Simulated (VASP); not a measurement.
A run of VASP 6.6.1 is set up as follows.

INCAR

```
ALGO     = Normal         # electronic algorithm
EDIFF    = 1E-6           # SCF threshold, eV
ENCUT    = 600            # plane-wave cutoff, eV
GGA      = PE             # functional
GGA_COMPAT= F            
ISIF     = 2              # what is computed and relaxed
ISMEAR   = 0              # smearing method
ISPIN    = 2              # spin polarisation
LASPH    = T              # aspherical terms in the spheres
LCHARG   = F              # write CHGCAR
LMAXMIX  = 4              # l up to which the mixer works
LORBIT   = 11             # projections on sites
LREAL    = F              # projectors in reciprocal space
LWAVE    = F              # write WAVECAR
MAGMOM   = 0 0 1.65 -0.38 -0.38 -0.38 # initial moments
NBANDS   = 37             # bands
NELM     = 200            # most SCF steps
PREC     = Accurate       # precision mode
SIGMA    = 0.1            # smearing width, eV
```

File KPOINTS:

```
k-points
0
Gamma
  6 6 12
```

Contents of POSCAR:

```
Y2TaN3
1.0
    6.0159911695      0.0000000000      0.0000000000
   -3.0079955847      5.2100011817      0.0000000000
    0.0000000000      0.0000000000      3.1169936102
Y Ta N
2 1 3
Direct
    0.3333333333      0.6666666667      0.0000000000
    0.6666666667      0.3333333333      0.0000000000
    0.0000000000      0.0000000000      0.0000000000
    0.5000000000      0.0000000000      0.5000000000
    0.5000000000      0.5000000000      0.5000000000
    0.0000000000      0.5000000000      0.5000000000
```

Potentials or basis: VASP PAW PBE potentials, release 64 (Y_sv, Ta_pv, N).

Launch:

```console
$ cat potpaw_PBE.64/Y_sv/POTCAR potpaw_PBE.64/Ta_pv/POTCAR potpaw_PBE.64/N/POTCAR > POTCAR
$ mpirun -np 1 vasp_std > vasp.out
```

(1) What does it give for the net moment?

(2) Estimate the pressure.

(3) What does it give for the band gap on the k mesh?

## Answers

(1) 0.00 μB per cell.

(2) -1.3 GPa.

(3) zero (filled and empty bands overlap).

Caveat: spin-orbit coupling is left out, which moves the levels of the heavy elements.
